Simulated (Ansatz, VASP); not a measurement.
## CsBr: VASP beside Ansatz

File INCAR:

```
SYSTEM = CsBr
PREC = Accurate
ENCUT = 450
EDIFF = 1E-7
ISMEAR = -1
SIGMA = 0.03
LREAL = .False.
LASPH = .True.
NELM = 120
ALGO = Normal
ISIF = 2
LWAVE = .False.
LCHARG = .False.
GGA = PE
IBRION = 2
NSW = 50
EDIFFG = -0.01
GGA_COMPAT = .False.
NELMIN = 4
```

File KPOINTS:

```
regular mesh
0
Gamma
  7 7 7
  0 0 0
```

The input POSCAR:

```
CsBr
1.0
    3.6483710781      0.0000000000      0.0000000000
    0.0000000000      3.6483710781      0.0000000000
    0.0000000000      0.0000000000      3.6483710781
Cs Br
1 1
Direct
    0.0000000000      0.0000000000      0.0000000000
    0.5000000000      0.5000000000      0.5000000000
```

Input for Ansatz:

```yaml
crystal:
  lattice:
    - [3.6483710781, 0.0, 0.0]
    - [0.0, 3.6483710781, 0.0]
    - [0.0, 0.0, 3.6483710781]
  atoms:
    - { symbol: Cs, position: [0.0, 0.0, 0.0] }
    - { symbol: Br, position: [0.5, 0.5, 0.5] }
kpoints:
  mp_grid: { grid: [7, 7, 7] }
scf:
  occupations: { method: fermi_dirac, width: 0.03 }
hamiltonian:
  xc: pbe
  pseudopotentials: { kind: paw }
output:
  forces: true
  stress: true
  write_density: true
  write_potential: true
  elf: true
  volumetric_format: npy
relax:
  f_tol: 0.01
  max_steps: 30
```

Alike in both runs: task relaxation of the atoms; functional PBE; k mesh 7 × 7 × 7; occupations fermi-dirac, width 0.03 eV; no spin polarisation.

```csv
,VASP,Ansatz
version,VASP 6.6.1,Ansatz 0.2.0
potentials or method,"VASP PAW PBE potentials, release 64 (Cs_sv, Br)","PAW with Ansatz's default frozen-core files, scalar-relativistic"
plane-wave cutoff (eV),450,420
valence electrons in the cell,16,16
```

Ansatz gave:

- gap on the k mesh at the Fermi level, each at its own relaxed structure (eV): 3.37

**Question.** Estimate VASP's values.

**Answer.** gap on the k mesh at the Fermi level, each at its own relaxed structure (eV): 3.33.

Ansatz's warnings: stress scf threshold loose.

Spin-orbit coupling is off throughout. Noted on VASP's run: the relaxation stopped at its first step, so nothing moved.
